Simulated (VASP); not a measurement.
# Si2Mo (Imm2) in VASP: notebook

The runs below take Si2Mo through single point, with PBEsol.

All numbers are computed with VASP 6.6.1; they aren't measurements. Logs are shortened: lines on timing, memory, paths and dates and some standing lists are left out, and cuts for length are marked.

## 1. The cell of the first run

The structure is orthorhombic, space group Imm2 (No. 44). The conventional cell has a = 3.270 Å, b = 8.017 Å, c = 3.270 Å, α = 90.00°, β = 90.00°, γ = 90.00°. Within 3.3 Å of Si (site symmetry m) lie 5 Mo at 2.52 to 2.82 Å and 9 Si at 2.64 to 3.27 Å. Within 3.3 Å of Mo (site symmetry mm2) lie 10 Si at 2.52 to 2.82 Å and 4 Mo at 3.27 Å.

## 2. Single point, PBEsol (atoms displaced along a vibrational mode, the cell strained)

The input, INCAR:

```
  PREC = Accurate
  ENCUT = 520
  EDIFF = 1E-6
  ISMEAR = 0
  SIGMA = 0.15
  LREAL = False
  LASPH = True
  NELM = 100
  ALGO = Normal
  ISIF = 2
  LWAVE = False
  LCHARG = False
  GGA = PS
  NBANDS = 18
```

The input, KPOINTS:

```
Automatic mesh
0
Gamma
  18 18 18
```

The input, POSCAR:

```
Si2Mo
1.0
   -1.6350007213      1.6350007213      4.0086817917
    1.6350007213     -1.6350007213      4.0086817917
    1.6350007213      1.6350007213     -4.0086817917
Si Mo
2 1
Direct
    0.3350567058      0.2867845558     -0.0482721500
    0.6649432942      0.6166711442     -0.0482721500
    0.0000000000      0.0282589543      0.0282589543
```

Potentials or basis: VASP PAW PBE potentials, release 64 (Si, Mo_sv).

Started as:

```console
$ cat potpaw_PBE.64/Si/POTCAR potpaw_PBE.64/Mo_sv/POTCAR > POTCAR
$ mpirun -np 1 vasp_std > vasp.out
```

OUTCAR:

```text
PREC = Accurate
   ENCUT = 520
   EDIFF = 1E-6
   ISMEAR = 0
   LREAL = False
   LASPH = True
   NELM = 100
   ISIF = 2
   GGA = PS

 ion  position               nearest neighbor table
   1  0.335  0.287  0.952-   3 2.52   3 2.52   2 2.64   2 2.68   2 2.68   2 2.68   2 2.68   3 2.70
                             3 2.82   3 2.82
   2  0.665  0.617  0.952-   3 2.52   3 2.52   1 2.64   1 2.68   1 2.68   1 2.68   1 2.68   3 2.70
                             3 2.82   3 2.82
   3  0.000  0.028  0.028-   2 2.52   2 2.52   1 2.52   1 2.52   2 2.70   1 2.70   1 2.82   2 2.82
                             2 2.82   1 2.82

  LATTYP: Found a body centered tetragonal cell.
 ALAT       =     3.2700014426
 C/A-ratio  =     2.4517920631

  Lattice vectors:

 A1 = (  -1.6350007213,   1.6350007213,   4.0086817917)
 A2 = (   1.6350007213,  -1.6350007213,   4.0086817917)
 A3 = (   1.6350007213,   1.6350007213,  -4.0086817917)

Analysis of symmetry for initial positions (statically):
=====================================================================
 Subroutine PRICEL returns:
 Original cell was already a primitive cell.

 Routine SETGRP: Setting up the symmetry group for a
 body centered tetragonal supercell.

 Subroutine GETGRP returns: Found  4 space group operations
 (whereof  4 operations were pure point group operations)
 out of a pool of 16 trial point group operations.

The static configuration has the point symmetry C_2v.

Analysis of symmetry for dynamics (positions and initial velocities):
=====================================================================
 Subroutine PRICEL returns:
 Original cell was already a primitive cell.

 Routine SETGRP: Setting up the symmetry group for a
 body centered tetragonal supercell.

 Subroutine GETGRP returns: Found  4 space group operations
 (whereof  4 operations were pure point group operations)
 out of a pool of 16 trial point group operations.

The dynamic configuration has the point symmetry C_2v.

 Subroutine INISYM returns: Found  4 space group operations
 (whereof  4 operations are pure point group operations),
 and found     1 'primitive' translations

----------------------------------------------------------------------------------------

                                     Primitive cell

  volume of cell :      42.8645

  direct lattice vectors                    reciprocal lattice vectors
    -1.635000721  1.635000721  4.008681792     0.000000000  0.305810263  0.124729282
     1.635000721 -1.635000721  4.008681792     0.305810263  0.000000000  0.124729282
     1.635000721  1.635000721 -4.008681792     0.305810263  0.305810263  0.000000000

  length of vectors
     4.627740747  4.627740747  4.627740747     0.330268543  0.330268543  0.432481021

  position of ions in fractional coordinates (direct lattice)
     0.335056706  0.286784556  0.951727850
     0.664943294  0.616671144  0.951727850
     0.000000000  0.028258954  0.028258954

  ion indices of the primitive-cell ions
   primitive index   ion index
                 1           1
                 2           2
                 3           3

----------------------------------------------------------------------------------------

 KPOINTS: Automatic mesh

Automatic generation of k-mesh.
 Grid dimensions read from file:
 generate k-points for:   18   18   18

 Generating k-lattice:

  Cartesian coordinates                     Fractional coordinates (reciprocal lattice)
     0.000000000  0.016989459  0.006929405     0.055555556 -0.000000000  0.000000000
     0.016989459  0.000000000  0.006929405    -0.000000000  0.055555556  0.000000000
     0.016989459  0.016989459  0.000000000     0.000000000  0.000000000  0.055555556

  Length of vectors
     0.018348252  0.018348252  0.024026723

  Shift w.r.t. Gamma in fractional coordinates (k-lattice)
     0.000000000  0.000000000  0.000000000

 Subroutine IBZKPT returns following result:
 ===========================================

 Found    865 irreducible k-points:

 Following reciprocal coordinates:
            Coordinates               Weight
  0.000000  0.000000  0.000000      1.000000
  0.055556  0.000000 -0.000000      4.000000
  0.000000  0.055556 -0.000000      4.000000
  0.111111  0.000000 -0.000000      4.000000
  0.000000  0.111111 -0.000000      4.000000
  0.166667  0.000000  0.000000      4.000000
[... 16 lines left out ...]
  0.166667  0.055556  0.000000      8.000000
 -0.000000  0.222222 -0.055556      8.000000
 [... further k-points ...]
   k-points           NKPTS =    865   k-points in BZ     NKDIM =    865   number of bands    NBANDS=     18
   number of dos      NEDOS =    301   number of ions     NIONS =      3
   total plane-waves  NPLWV =  46656
   dimension x,y,z NGX =    36 NGY =   36 NGZ =   36
   dimension x,y,z NGXF=    72 NGYF=   72 NGZF=   72
   ions per type =               2   1
   NGX,Y,Z   is equivalent  to a cutoff of  12.93, 12.93, 12.93 a.u.
   NGXF,Y,Z  is equivalent  to a cutoff of  25.87, 25.87, 25.87 a.u.
 SYSTEM =  unknown system
   PREC   = accura    normal or accurate (medium, high low for compatibility)
   ISTART =      0    job   : 0-new  1-cont  2-samecut
   ICHARG =      2    charge: 1-file 2-atom 10-const
   ISPIN  =      1    spin polarized calculation?
   LNONCOLLINEAR =      F non collinear calculations
   LSORBIT =      F    spin-orbit coupling
   LASPH  =      T    aspherical Exc in radial PAW
   ENCUT  =  520.0 eV  38.22 Ry    6.18 a.u.   8.60  8.60  8.60*2*pi/ulx,y,z
   NELM   =    100;   NELMIN=  2; NELMDL= -5     # of ELM steps
   EDIFF  = 0.1E-05   stopping-criterion for ELM
   LREAL  =      F    real-space projection
   EDIFFG = 0.1E-04   stopping-criterion for IOM
   NSW    =      0    number of steps for IOM
   IBRION =     -1    ionic relax: 0-MD 1-quasi-New 2-CG
   NFREE  =      0    steps in history (QN), initial steepest desc. (CG)
   ISIF   =      2    stress and relaxation
   ISYM   =      2    0-nonsym 1-usesym 2-fastsym
   POTIM  = 0.5000    time-step for ionic-motion
   TEBEG  =    0.0;   TEEND  =   0.0 temperature during run
   PSTRESS=    0.0 pullay stress
   NELECT =      22.0000    total number of electrons
   NUPDOWN=      -1.0000    fix difference up-down
   EMIN   =  10.00;   EMAX   =-10.00  energy-range for DOS
   EFERMI =   0.00;   METHOD = LEGACY
   ISMEAR =     0;   SIGMA  =   0.15  broadening in eV -4-tet -1-fermi 0-gaus
   EFERMI_NEDOS =   21; number of points for ismear=-14 and -15
   IALGO  =     38    algorithm
   IMIX   =      4    mixing-type and parameters
     AMIX     =   0.40;   BMIX     =  1.00
     AMIX_MAG =   1.60;   BMIX_MAG =  1.00
  volume/ion in A,a.u.               =      14.29        96.42
  Fermi-wavevector in a.u.,A,eV,Ry     =   1.310740  2.476940 23.375346  1.718039
  Thomas-Fermi vector in A             =   2.441250
   LORBIT       =      0    0 simple, 1 ext, 2 COOP (PROOUT), +10 PAW based schemes
   GGA     = PS    functional components
   LHFCALC =     F    Hartree Fock is set to
   AEXX    =    0.0000 exact exchange contribution
   IVDW    =     0    specifies the selected vdW correction
   LEPSILON=     F    determine dielectric tensor
   LRPA    =     F    only Hartree local field effects (RPA)
 non-spin polarized calculation
 Gauss-broadening in eV      SIGMA  =   0.15
  energy-cutoff  :      520.00
  volume of cell :       42.86
 maximum number of plane-waves:      1174
   NGX = 17   NGY = 17   NGZ = 17

 number of electron      22.0000000 magnetization

 Free energy of the ion-electron system (eV)
  ---------------------------------------------------
  ext. energy  EPLUGINS =         0.00000000
  ---------------------------------------------------
  free energy    TOTEN  =       -24.71611973 eV

  energy without entropy =      -24.71304585  energy(sigma->0) =      -24.71458279

 E-fermi :  11.2301     XC(G=0): -12.1999

 val. band max:       11.2283052038   @ k =   0.5000   0.5000   0.5000
 cond. band min:      11.2447352796   @ k =  -0.2778  -0.3333   0.2778
 fundamental gap:      0.0164300758
 Fermi energy:        11.2300608002

 k-point     1 :       0.0000    0.0000    0.0000
  band No.  band energies     occupation
      1     -49.4128      2.00000
      2     -23.5830      2.00000
      3     -23.5248      2.00000
      4     -23.4982      2.00000
      5      -1.6844      2.00000
      6       5.2498      2.00000
[... 10 lines left out ...]
     17      16.0257      0.00000
     18      16.7233      0.00000

 k-point     2 :       0.0556    0.0000   -0.0000
  band No.  band energies     occupation
      1     -49.4124      2.00000
      2     -23.5825      2.00000
      3     -23.5313      2.00000
      4     -23.4976      2.00000
      5      -1.6311      2.00000
      6       5.2451      2.00000
[... 10 lines left out ...]
     17      16.3963      0.00000
     18      16.7832      0.00000

 k-point     3 :       0.0000    0.0556   -0.0000
  band No.  band energies     occupation
      1     -49.4124      2.00000
      2     -23.5826      2.00000
      3     -23.5243      2.00000
      4     -23.5043      2.00000
      5      -1.6316      2.00000
      6       5.2439      2.00000
[... 10 lines left out ...]
     17      16.0848      0.00000
     18      16.9897      0.00000

 k-point     4 :       0.1111    0.0000   -0.0000
  band No.  band energies     occupation
      1     -49.4112      2.00000
      2     -23.5811      2.00000
      3     -23.5496      2.00000
      4     -23.4958      2.00000
      5      -1.4724      2.00000
      6       5.2181      2.00000
[... 375 lines left out ...]
      4     -23.5211      2.00000
      5      -1.3918      2.00000
      6       5.0501      2.00000
[... 10 lines left out ...]
     17      16.7079      0.00000
     18      17.6640      0.00000

 k-point    23 :       0.1667    0.0556    0.0000
  band No.  band energies     occupation
      1     -49.4089      2.00000
      2     -23.5797      2.00000
      3     -23.5763      2.00000
      4     -23.4994      2.00000
      5      -1.1174      2.00000
      6       4.9077      2.00000
[... 10 lines left out ...]
     17      17.3254      0.00000
     18      18.3991      0.00000

 k-point    24 :      -0.0000    0.2222   -0.0556
  band No.  band energies     occupation
      1     -49.4090      2.00000
      2     -23.5794      2.00000
      3     -23.5484      2.00000
      4     -23.5264      2.00000
      5      -1.1206      2.00000
      6       4.9182      2.00000
[... 10 lines left out ...]
     17      17.0526      0.00000
     18      18.5038      0.00000

 [... further k-points ...]

------------------------ aborting loop because EDIFF is reached ----------------------------------------

  FORCE on cell =-STRESS in cart. coord.  units (eV):
  Direction    XX          YY          ZZ          XY          YZ          ZX
  --------------------------------------------------------------------------------------
  -------------------------------------------------------------------------------------
  Total       -2.6900893     -2.1042387     -3.3035908      0.0000000      0.0000000      0.0000000
  in kB     -100.5494740    -78.6517008   -123.4807765      0.0000000      0.0000000      0.0000000
  external PRESSURE =    -100.8939838 kB  Pullay stress =       0.0000000 kB

 VOLUME and BASIS-vectors are now :
 -----------------------------------------------------------------------------
  energy-cutoff  :      520.00
  volume of cell :       42.86
      direct lattice vectors                 reciprocal lattice vectors
    -1.635000721  1.635000721  4.008681792     0.000000000  0.305810263  0.124729282
     1.635000721 -1.635000721  4.008681792     0.305810263  0.000000000  0.124729282
     1.635000721  1.635000721 -4.008681792     0.305810263  0.305810263  0.000000000

 POSITION                                       TOTAL-FORCE (eV/Angst)
 -----------------------------------------------------------------------------------
      1.47715      1.63500     -1.32241         0.919307      0.000000     -0.114501
      1.47715      1.63500      1.32241         0.919307      0.000000      0.114501
      0.09241      0.00000      0.00000        -1.838615     -0.000000     -0.000000
 -----------------------------------------------------------------------------------
    total drift:                               -0.000187     -0.000000     -0.000000

  FREE ENERGIE OF THE ION-ELECTRON SYSTEM (eV)
  ---------------------------------------------------
  free  energy   TOTEN  =       -24.7161197294 eV

  energy  without entropy=      -24.7130458522  energy(sigma->0) =      -24.71458279
```

Wall time 16 min (1 thread of Intel Xeon 8259CL, shared host); peak memory 0.71 GiB.

What came out:

* Free energy: -24.7161 eV
* Pressure: -10.1 GPa
* Largest force: 1.839 eV/Å
* Band gap on the k mesh: zero (bands 11 and 12 overlap by 0.50 eV)

Forces on the atoms (eV/Å):
```
Si   0.919  0.000 -0.115
Si   0.919  0.000  0.115
Mo  -1.839  0.000  0.000
```

Caveat: the cell differs from its parent crystal (atoms displaced along a vibrational mode, the cell strained); the cell stands under tension; the PAW data sets were made with another functional, which shifts forces and pressure a little.

## 3. Single point, PBEsol (atoms displaced along a vibrational mode, the cell strained)

The input, INCAR:

```
SYSTEM = Si2Mo
ALGO = Normal
EDIFF = 1E-6
ENCUT = 520
GGA = PS
ISIF = 2
ISMEAR = 0
LASPH = .True.
LCHARG = .False.
LREAL = .False.
LWAVE = .False.
NBANDS = 18
NELM = 60
PREC = Accurate
SIGMA = 0.15
```

The input, KPOINTS:

```
k-points
0
Gamma
  18 18 18
  0 0 0
```

The input, POSCAR:

```
Si2Mo
1.0
   -1.6350007213      1.6350007213      4.0086817917
    1.6350007213     -1.6350007213      4.0086817917
    1.6350007213      1.6350007213     -4.0086817917
Si Mo
2 1
Direct
    0.3350567058      0.3060934158     -0.0289632900
    0.6649432942      0.6359800042     -0.0289632900
    0.0000000000      0.0169553726      0.0169553726
```

Potentials or basis: VASP PAW PBE potentials, release 64 (Si, Mo_sv).

Started as:

```console
$ cat potpaw_PBE.64/Si/POTCAR potpaw_PBE.64/Mo_sv/POTCAR > POTCAR
$ mpirun -np 1 vasp_std > vasp.out
```

Wall time 16 min (1 thread of Intel Xeon 8259CL, shared host); peak memory 0.71 GiB.

It converged, with:

| Property | Result |
| --- | --- |
| Free energy | -24.8627 eV |
| Pressure | -12.4 GPa |
| Largest force | 1.092 eV/Å |
| Band gap on the k mesh | zero (bands 11 and 12 overlap by 0.65 eV) |

Forces on the atoms (eV/Å):
```
Si   0.546  0.000  0.063
Si   0.546  0.000 -0.063
Mo  -1.092  0.000  0.000
```

Stress tensor (GPa, compression positive):
```
-11.96   0.00   0.00
  0.00 -11.24   0.00
  0.00   0.00 -13.98
```

Levels at points of the mesh, in eV from the Fermi level:
```csv
k point,band 9,band 10,band 11,band 12,band 13,band 14
"(0.00, 0.00, 0.00)",-2.47,-2.34,0.30,2.66,3.18,3.39
"(0.50, 0.00, 0.00)",-2.40,-2.28,-0.45,2.02,3.00,3.61
"(0.00, 0.50, 0.00)",-2.37,-2.36,-0.51,2.06,3.04,3.57
"(0.50, 0.50, 0.00)",-4.19,-2.83,-1.18,2.09,2.43,2.79
"(0.50, 0.50, 0.50)",-0.59,-0.54,-0.53,-0.28,0.56,4.36
```

Caveat: the cell differs from its parent crystal (atoms displaced along a vibrational mode, the cell strained); the cell stands under tension; the PAW data sets were made with another functional, which shifts forces and pressure a little.

(Part 1 of 2 ends here.)
